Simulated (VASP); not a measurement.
# Sc (Im-3m) in VASP: notebook

Sc is run at these levels: PBE; tasks: relaxation of cell and atoms.

All numbers are computed with VASP 6.6.1; they aren't measurements. Logs are shortened: lines on timing, memory, paths and dates and some standing lists are left out, and cuts for length are marked.

## Step 1: The cell of the first run

Symmetry: Im-3m, No. 229, cubic system. The conventional cell has a = 2.726 Å, b = 2.726 Å, c = 2.726 Å, α = 90.00°, β = 90.00°, γ = 90.00°. Within 3.1 Å of Sc (site symmetry m-3m) lie 14 Sc at 2.36 to 2.73 Å.

## Step 2: Relaxation of cell and atoms, PBE, target pressure 160 GPa, at which the enthalpy is minimised

INCAR

```
PREC = Accurate
ENCUT = 500
EDIFF = 1E-7
ISMEAR = -1
SIGMA = 0.1
LREAL = False
LASPH = True
NELM = 120
ALGO = Normal
ISIF = 3
LWAVE = False
LCHARG = False
GGA = PE
IBRION = 2
NSW = 60
EDIFFG = -0.005
PSTRESS = 1600.0
GGA_COMPAT = False
NELMIN = 4
```

KPOINTS

```
Automatic mesh
0
Gamma
  20 20 20
```

POSCAR

```
Sc
1.0
   -1.3631428677      1.3631428677      1.3631428677
    1.3631428677     -1.3631428677      1.3631428677
    1.3631428677      1.3631428677     -1.3631428677
Sc
1
Direct
    0.0000000000      0.0000000000      0.0000000000
```

Potentials or basis: VASP PAW PBE potentials, release 64 (Sc_sv).

Started as:

```bash
$ cat potpaw_PBE.64/Sc_sv/POTCAR > POTCAR
$ mpirun -np 1 vasp_std > vasp.out
```

OUTCAR:

```text
PREC = Accurate
   ENCUT = 500
   EDIFF = 1E-7
   ISMEAR = -1
   LREAL = False
   LASPH = True
   NELM = 120
   ISIF = 3
   GGA = PE
   IBRION = 2
   NSW = 60
   EDIFFG = -0.005
   PSTRESS = 1600.0
   NELMIN = 4

 ion  position               nearest neighbor table
   1  0.000  0.000  0.000-

  LATTYP: Found a body centered cubic cell.
 ALAT       =     2.7262857354

  Lattice vectors:

 A1 = (  -1.3631428677,   1.3631428677,   1.3631428677)
 A2 = (   1.3631428677,  -1.3631428677,   1.3631428677)
 A3 = (   1.3631428677,   1.3631428677,  -1.3631428677)

Analysis of symmetry for initial positions (statically):
=====================================================================
 Subroutine PRICEL returns:
 Original cell was already a primitive cell.

 Routine SETGRP: Setting up the symmetry group for a
 body centered cubic supercell.

 Subroutine GETGRP returns: Found 48 space group operations
 (whereof 48 operations were pure point group operations)
 out of a pool of 48 trial point group operations.

The static configuration has the point symmetry O_h .

Analysis of symmetry for dynamics (positions and initial velocities):
=====================================================================
 Subroutine PRICEL returns:
 Original cell was already a primitive cell.

 Routine SETGRP: Setting up the symmetry group for a
 body centered cubic supercell.

 Subroutine GETGRP returns: Found 48 space group operations
 (whereof 48 operations were pure point group operations)
 out of a pool of 48 trial point group operations.

The dynamic configuration has the point symmetry O_h .

 Subroutine INISYM returns: Found 48 space group operations
 (whereof 48 operations are pure point group operations),
 and found     1 'primitive' translations

----------------------------------------------------------------------------------------

                                     Primitive cell

  volume of cell :      10.1317

  direct lattice vectors                    reciprocal lattice vectors
    -1.363142868  1.363142868  1.363142868     0.000000000  0.366799410  0.366799410
     1.363142868 -1.363142868  1.363142868     0.366799410  0.000000000  0.366799410
     1.363142868  1.363142868 -1.363142868     0.366799410  0.366799410  0.000000000

  length of vectors
     2.361032705  2.361032705  2.361032705     0.518732701  0.518732701  0.518732701

  position of ions in fractional coordinates (direct lattice)
     0.000000000  0.000000000  0.000000000

  ion indices of the primitive-cell ions
   primitive index   ion index
                 1           1

----------------------------------------------------------------------------------------

 KPOINTS: Automatic mesh

Automatic generation of k-mesh.
 Grid dimensions read from file:
 generate k-points for:   20   20   20

 Generating k-lattice:

  Cartesian coordinates                     Fractional coordinates (reciprocal lattice)
     0.000000000  0.018339971  0.018339971     0.050000000  0.000000000  0.000000000
     0.018339971  0.000000000  0.018339971     0.000000000  0.050000000  0.000000000
     0.018339971  0.018339971  0.000000000     0.000000000  0.000000000  0.050000000

  Length of vectors
     0.025936635  0.025936635  0.025936635

  Shift w.r.t. Gamma in fractional coordinates (k-lattice)
     0.000000000  0.000000000  0.000000000

 Subroutine IBZKPT returns following result:
 ===========================================

 Found    256 irreducible k-points:

 Following reciprocal coordinates:
            Coordinates               Weight
  0.000000  0.000000  0.000000      1.000000
  0.050000  0.000000  0.000000     12.000000
  0.100000  0.000000  0.000000     12.000000
  0.150000  0.000000  0.000000     12.000000
  0.200000  0.000000  0.000000     12.000000
  0.250000  0.000000  0.000000     12.000000
[... 16 lines left out ...]
  0.200000  0.100000 -0.000000     48.000000
  0.250000  0.100000 -0.000000     48.000000
 [... further k-points ...]
   k-points           NKPTS =    256   k-points in BZ     NKDIM =    256   number of bands    NBANDS=      9
   number of dos      NEDOS =    301   number of ions     NIONS =      1
   total plane-waves  NPLWV =   5832
   dimension x,y,z NGX =    18 NGY =   18 NGZ =   18
   dimension x,y,z NGXF=    36 NGYF=   36 NGZF=   36
   ions per type =               1
   NGX,Y,Z   is equivalent  to a cutoff of  12.67, 12.67, 12.67 a.u.
   NGXF,Y,Z  is equivalent  to a cutoff of  25.35, 25.35, 25.35 a.u.
 SYSTEM =  unknown system
   PREC   = accura    normal or accurate (medium, high low for compatibility)
   ISTART =      0    job   : 0-new  1-cont  2-samecut
   ICHARG =      2    charge: 1-file 2-atom 10-const
   ISPIN  =      1    spin polarized calculation?
   LNONCOLLINEAR =      F non collinear calculations
   LSORBIT =      F    spin-orbit coupling
   LASPH  =      T    aspherical Exc in radial PAW
   ENCUT  =  500.0 eV  36.75 Ry    6.06 a.u.   4.30  4.30  4.30*2*pi/ulx,y,z
   NELM   =    120;   NELMIN=  4; NELMDL= -5     # of ELM steps
   EDIFF  = 0.1E-06   stopping-criterion for ELM
   LREAL  =      F    real-space projection
   EDIFFG = -.5E-02   stopping-criterion for IOM
   NSW    =     60    number of steps for IOM
   IBRION =      2    ionic relax: 0-MD 1-quasi-New 2-CG
   NFREE  =      1    steps in history (QN), initial steepest desc. (CG)
   ISIF   =      3    stress and relaxation
   ISYM   =      2    0-nonsym 1-usesym 2-fastsym
   POTIM  = 0.5000    time-step for ionic-motion
   TEBEG  =    0.0;   TEEND  =   0.0 temperature during run
   PSTRESS= 1600.0 pullay stress
   NELECT =      11.0000    total number of electrons
   NUPDOWN=      -1.0000    fix difference up-down
   EMIN   =  10.00;   EMAX   =-10.00  energy-range for DOS
   EFERMI =   0.00;   METHOD = LEGACY
   ISMEAR =    -1;   SIGMA  =   0.10  broadening in eV -4-tet -1-fermi 0-gaus
   EFERMI_NEDOS =   21; number of points for ismear=-14 and -15
   IALGO  =     38    algorithm
   IMIX   =      4    mixing-type and parameters
     AMIX     =   0.40;   BMIX     =  1.00
     AMIX_MAG =   1.60;   BMIX_MAG =  1.00
  volume/ion in A,a.u.               =      10.13        68.37
  Fermi-wavevector in a.u.,A,eV,Ry     =   1.682588  3.179630 38.519468  2.831101
  Thomas-Fermi vector in A             =   2.765940
   LORBIT       =      0    0 simple, 1 ext, 2 COOP (PROOUT), +10 PAW based schemes
   GGA     = PE    functional components
   LHFCALC =     F    Hartree Fock is set to
   AEXX    =    0.0000 exact exchange contribution
   IVDW    =     0    specifies the selected vdW correction
   LEPSILON=     F    determine dielectric tensor
   LRPA    =     F    only Hartree local field effects (RPA)
 conjugate gradient relaxation of ions
 non-spin polarized calculation
  energy-cutoff  :      500.00
  volume of cell :       10.13
 maximum number of plane-waves:       268
 NGX is ok and might be reduce to    18
   NGX =  9   NGY =  9   NGZ =  9

--------------------------------------- Ionic step        1  -------------------------------------------

 number of electron      11.0000005 magnetization

 Free energy of the ion-electron system (eV)
  ---------------------------------------------------
  ext. energy  EPLUGINS =         0.00000000
  ---------------------------------------------------
  free energy    TOTEN  =        -1.87801442 eV

  energy without entropy =       -1.83352914  energy(sigma->0) =       -1.85577178

------------------------ aborting loop because EDIFF is reached ----------------------------------------

  FORCE on cell =-STRESS in cart. coord.  units (eV):
  Direction    XX          YY          ZZ          XY          YZ          ZX
  --------------------------------------------------------------------------------------
  -------------------------------------------------------------------------------------
  Total       10.3167940     10.3167940     10.3167940     -0.0000000      0.0000000      0.0000000
  in kB     1631.4404354   1631.4404354   1631.4404354     -0.0000000      0.0000000      0.0000000
  external PRESSURE =      31.4404354 kB  Pullay stress =    1600.0000000 kB

 VOLUME and BASIS-vectors are now :
 -----------------------------------------------------------------------------
  energy-cutoff  :      500.00
  volume of cell :       10.13
      direct lattice vectors                 reciprocal lattice vectors
    -1.363142868  1.363142868  1.363142868     0.000000000  0.366799410  0.366799410
     1.363142868 -1.363142868  1.363142868     0.366799410  0.000000000  0.366799410
     1.363142868  1.363142868 -1.363142868     0.366799410  0.366799410  0.000000000
[... 44 lines left out ...]
  FREE ENERGIE OF THE ION-ELECTRON SYSTEM (eV)
  ---------------------------------------------------
  free  energy   TOTEN  =        -2.1683721913 eV

  energy  without entropy=       -2.1234776997  energy(sigma->0) =       -2.14592495

  enthalpy is  TOTEN    =         8.2435464798 eV   P V=       10.4119186711

--------------------------------------- Ionic step        3  -------------------------------------------

 number of electron      11.0000005 magnetization

 Free energy of the ion-electron system (eV)
  ---------------------------------------------------
  ext. energy  EPLUGINS =         0.00000000
  ---------------------------------------------------
  free energy    TOTEN  =        -1.96999392 eV

  energy without entropy =       -1.92536826  energy(sigma->0) =       -1.94768109

 E-fermi :  10.5752     XC(G=0): -14.1236

 val. band max:       10.5690978306   @ k =  -0.3500   0.4500   0.0500
 cond. band min:      10.5822263432   @ k =  -0.4000  -0.4500   0.0500
 fundamental gap:      0.0131285126
 Fermi energy:        10.5752222275

 k-point     1 :       0.0000    0.0000    0.0000
  band No.  band energies     occupation
      1     -38.3424      2.00000
      2     -13.8515      2.00000
      3     -13.8515      2.00000
      4     -13.8515      2.00000
      5       6.7994      2.00000
      6      13.0263      0.00000
      7      13.0263      0.00000
      8      13.0263      0.00000
      9      16.6659      0.00000

 k-point     2 :       0.0500    0.0000    0.0000
  band No.  band energies     occupation
      1     -38.3076      2.00000
      2     -13.9868      2.00000
      3     -13.8878      2.00000
      4     -13.8547      2.00000
      5       6.9711      2.00000
      6      12.9217      0.00000
      7      13.0035      0.00000
      8      13.1784      0.00000
      9      16.5104      0.00000
[... 253 lines left out ...]
 k-point    24 :       0.2500    0.1000   -0.0000
  band No.  band energies     occupation
      1     -37.2767      2.00000
      2     -17.1240      2.00000
      3     -14.8617      2.00000
      4     -14.0982      2.00000
      5       8.8515      2.00000
      6      10.7844      0.21987
      7      13.0868      0.00000
      8      16.0540      0.00000
      9      17.6423      0.00000

 [... further k-points ...]
[... 5 lines left out ...]
  --------------------------------------------------------------------------------------
  -------------------------------------------------------------------------------------
  Total       10.2062800     10.2062800     10.2062800      0.0000000     -0.0000000      0.0000000
  in kB     1599.5639359   1599.5639359   1599.5639359      0.0000000     -0.0000000      0.0000000
  external PRESSURE =      -0.4360641 kB  Pullay stress =    1600.0000000 kB

 VOLUME and BASIS-vectors are now :
 -----------------------------------------------------------------------------
  energy-cutoff  :      500.00
  volume of cell :       10.22
      direct lattice vectors                 reciprocal lattice vectors
    -1.367221320  1.367221320  1.367221320     0.000000000  0.365705239  0.365705239
     1.367221320 -1.367221320  1.367221320     0.365705239  0.000000000  0.365705239
     1.367221320  1.367221320 -1.367221320     0.365705239  0.365705239  0.000000000

 POSITION                                       TOTAL-FORCE (eV/Angst)
 -----------------------------------------------------------------------------------
      0.00000      0.00000      0.00000         0.000000     -0.000000     -0.000000
 -----------------------------------------------------------------------------------
    total drift:                                0.000000     -0.000000     -0.000000

  FREE ENERGIE OF THE ION-ELECTRON SYSTEM (eV)
  ---------------------------------------------------
  free  energy   TOTEN  =        -1.9699939161 eV

  energy  without entropy=       -1.9253682638  energy(sigma->0) =       -1.94768109

  enthalpy is  TOTEN    =         8.2390684562 eV   P V=       10.2090623723

 reached required accuracy - stopping structural energy minimisation
```

It took 38 s on 1 thread of Intel Xeon 6975P-C, shared host; peak memory 0.14 GiB.

Results:

```yaml
Free_energy: -1.9700 eV
Relaxed_volume: 10.22 Å³/atom
Relaxed_cell: a = 2.368 Å, b = 2.368 Å, c = 2.368 Å, α = 109.47°, β = 109.47°, γ = 109.47°
Space_group_after_relaxing_to_0.05_Å: Im-3m (No. 229)
Energy_change_on_relaxing_the_enthalpy_is_what_falls: -92.0 meV/atom
Ionic_steps: 3
Pressure_after_relaxing: 160.0 GPa
```

Step by step:
```tsv
step	energy change (eV)	largest force (eV/Å)	pressure (GPa)	volume (Å³)
1	0.0000	0.0000	163.14	10.13
2	-0.2904	0.0000	152.97	10.43
3	-0.0920	0.0000	159.96	10.22
```

Final structure:
```cif
data_structure
_symmetry_space_group_name_H-M 'P 1'
_symmetry_Int_Tables_number 1
_cell_length_a 2.3681
_cell_length_b 2.3681
_cell_length_c 2.3681
_cell_angle_alpha 109.471
_cell_angle_beta 109.471
_cell_angle_gamma 109.471
_cell_volume 10.22
loop_
_atom_site_label
_atom_site_type_symbol
_atom_site_fract_x
_atom_site_fract_y
_atom_site_fract_z
_atom_site_occupancy
Sc1 Sc 0.00000 0.00000 0.00000 1
```

Caveat: the cell is relaxed towards a set pressure, so the enthalpy falls and the energy may rise.

## Step 3: Relaxation of cell and atoms, PBE, target pressure 160 GPa, at which the enthalpy is minimised

Edit INCAR of step 2 so:

```diff
@@ -14,3 +14,3 @@
 IBRION = 2
-NSW = 60
+NSW = 32
 EDIFFG = -0.005
```

KPOINTS is that of step 2.

POSCAR

```
Sc
1.0
   -1.3625011237      1.3625011237      1.3625011237
    1.3625011237     -1.3625011237      1.3625011237
    1.3625011237      1.3625011237     -1.3625011237
Sc
1
Direct
    0.0000000000      0.0000000000      0.0000000000
```

Potentials or basis: VASP PAW PBE potentials, release 64 (Sc_sv).

Started as:

```bash
$ cat potpaw_PBE.64/Sc_sv/POTCAR > POTCAR
$ mpirun -np 1 vasp_std > vasp.out
```

OUTCAR:

```text
PREC = Accurate
   ENCUT = 500
   EDIFF = 1E-7
   ISMEAR = -1
   LREAL = False
   LASPH = True
   NELM = 120
   ISIF = 3
   GGA = PE
   IBRION = 2
   NSW = 32
   EDIFFG = -0.005
   PSTRESS = 1600.0
   NELMIN = 4

 ion  position               nearest neighbor table
   1  0.000  0.000  0.000-

  LATTYP: Found a body centered cubic cell.
 ALAT       =     2.7250022474

  Lattice vectors:

 A1 = (  -1.3625011237,   1.3625011237,   1.3625011237)
 A2 = (   1.3625011237,  -1.3625011237,   1.3625011237)
 A3 = (   1.3625011237,   1.3625011237,  -1.3625011237)

Analysis of symmetry for initial positions (statically):
[... 249 lines left out ...]
  ---------------------------------------------------
  ext. energy  EPLUGINS =         0.00000000
  ---------------------------------------------------
  free energy    TOTEN  =        -1.97017280 eV

  energy without entropy =       -1.92554687  energy(sigma->0) =       -1.94785984

 E-fermi :  10.5750     XC(G=0): -14.1235

 val. band max:       10.5689370170   @ k =  -0.3500   0.4500   0.0500
 cond. band min:      10.5820636378   @ k =  -0.4000  -0.4500   0.0500
 fundamental gap:      0.0131266208
 Fermi energy:        10.5750345367

 k-point     1 :       0.0000    0.0000    0.0000
  band No.  band energies     occupation
      1     -38.3425      2.00000
      2     -13.8518      2.00000
      3     -13.8518      2.00000
      4     -13.8518      2.00000
      5       6.7990      2.00000
      6      13.0261      0.00000
      7      13.0261      0.00000
      8      13.0261      0.00000
      9      16.6656      0.00000
[... 265 lines left out ...]
 k-point    24 :       0.2500    0.1000   -0.0000
  band No.  band energies     occupation
      1     -37.2769      2.00000
      2     -17.1241      2.00000
      3     -14.8619      2.00000
      4     -14.0985      2.00000
      5       8.8513      2.00000
      6      10.7842      0.21981
      7      13.0865      0.00000
      8      16.0538      0.00000
      9      17.6421      0.00000

 [... further k-points ...]
[... 5 lines left out ...]
  --------------------------------------------------------------------------------------
  -------------------------------------------------------------------------------------
  Total       10.2060132     10.2060132     10.2060132     -0.0000000      0.0000000      0.0000000
  in kB     1599.4913484   1599.4913484   1599.4913484     -0.0000000      0.0000000      0.0000000
  external PRESSURE =      -0.5086516 kB  Pullay stress =    1600.0000000 kB
[... 20 lines left out ...]
  energy  without entropy=       -1.9255468724  energy(sigma->0) =       -1.94785984

  enthalpy is  TOTEN    =         8.2390859817 eV   P V=       10.2092587819

 reached required accuracy - stopping structural energy minimisation
```

Wall time 37 s (1 thread of Intel Xeon 6975P-C, shared host); peak memory 0.15 GiB.

Results:

```
Free energy                                            : -1.9702 eV
Relaxed volume                                         : 10.22 Å³/atom
Relaxed cell                                           : a = 2.368 Å, b = 2.368 Å, c = 2.368 Å, α = 109.47°, β = 109.47°, γ = 109.47°
Space group after relaxing (to 0.05 Å)                 : Im-3m (No. 229)
Energy change on relaxing (the enthalpy is what falls) : -106.8 meV/atom
Ionic steps                                            : 3
Pressure after relaxing                                : 159.9 GPa
```

The path:
| step | energy change (eV) | largest force (eV/Å) | pressure (GPa) | volume (Å³) |
| --- | --- | --- | --- | --- |
| 1 | 0.0000 | 0.0000 | 163.65 | 10.12 |
| 2 | -0.3356 | 0.0000 | 151.88 | 10.46 |
| 3 | -0.1068 | 0.0000 | 159.95 | 10.22 |

Final structure:
```
Sc
1.0
    -1.36723    1.36723    1.36723
     1.36723   -1.36723    1.36723
     1.36723    1.36723   -1.36723
Sc
1
Cartesian
  0.0000 0.0000 0.0000
```

Caveat: the cell is relaxed towards a set pressure, so the enthalpy falls and the energy may rise.
